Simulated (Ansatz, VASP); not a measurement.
## Two plane-wave programs on MgO

File POSCAR:

```
MgO
1.0
    3.4841042127      0.0000000000      0.0000000000
   -1.7420521064      3.0173227576      0.0000000000
    0.0000000000      0.0000000000      4.1856875957
Mg O
2 2
Direct
    0.6666666667      0.3333333333      0.7500000000
    0.3333333333      0.6666666667      0.2500000000
    0.6152000390      0.4739427751      0.2500000000
    0.3333333333      0.6666666667      0.7500000000
```

The input INCAR.step1:

```
PREC = Accurate
ENCUT = 920
ISMEAR = 0
SIGMA = 0.05
LREAL = F
LASPH = T
NELM = 120
NBANDS = 24
GGA = PE
ALGO = Normal
EDIFF = 1E-5
LWAVE = T
LCHARG = F
GGA_COMPAT = F
```

INCAR.step2

```
PREC = Accurate
ENCUT = 920
EDIFF = 1E-6
ISMEAR = 0
SIGMA = 0.05
LREAL = F
LASPH = T
NELM = 120
ALGO = Normal
ISIF = 2
LWAVE = F
LCHARG = F
METAGGA = R2SCAN
LMIXTAU = T
NBANDS = 24
ISTART = 1
GGA_COMPAT = F
```

The input KPOINTS:

```
regular mesh
0
Gamma
  6 6 6
```

Input for Ansatz:

```yaml
crystal:
  lattice:
    - [3.4841042127, 0.0, 0.0]
    - [-1.7420521064, 3.0173227576, 0.0]
    - [0.0, 0.0, 4.1856875957]
  atoms:
    - { symbol: Mg, position: [0.6666666667, 0.3333333333, 0.75] }
    - { symbol: Mg, position: [0.3333333333, 0.6666666667, 0.25] }
    - { symbol: O, position: [0.615200039, 0.4739427751, 0.25] }
    - { symbol: O, position: [0.3333333333, 0.6666666667, 0.75] }
basis:
  ecutwfc: 500
kpoints:
  mp_grid: { grid: [6, 6, 6] }
hamiltonian:
  xc: r2scan
scf:
  occupations: { method: gaussian, width: 0.05 }
output:
  forces: true
  stress: true
  eigenvalues: true
```

Alike in both runs: task single point; functional r2SCAN; k mesh 6 × 6 × 6; occupations gaussian, width 0.05 eV; no spin polarisation.

```csv
,VASP,Ansatz
version,VASP 6.6.1,Ansatz 0.2.0
potentials or method,"VASP PAW PBE potentials, release 64 (Mg_sv, O), cutoff 920 eV","scalar-relativistic, plane waves, PAW"
valence electrons in the cell,32,32
```

```csv
,VASP,Ansatz,Ansatz less VASP
gap on the k mesh at the Fermi level (eV),3.51,3.50,-0.007
least direct gap on the mesh (eV),3.51,3.50,-0.007
rms of the force components (eV/Å),8.984,8.721,-0.2633
```

VASP's potentials were made for PBE, not for r2SCAN. Atom by atom the forces differ by 0.264 eV/Å (rms over components). The functional is the same, so the differences come from potentials, cutoffs and numerics.
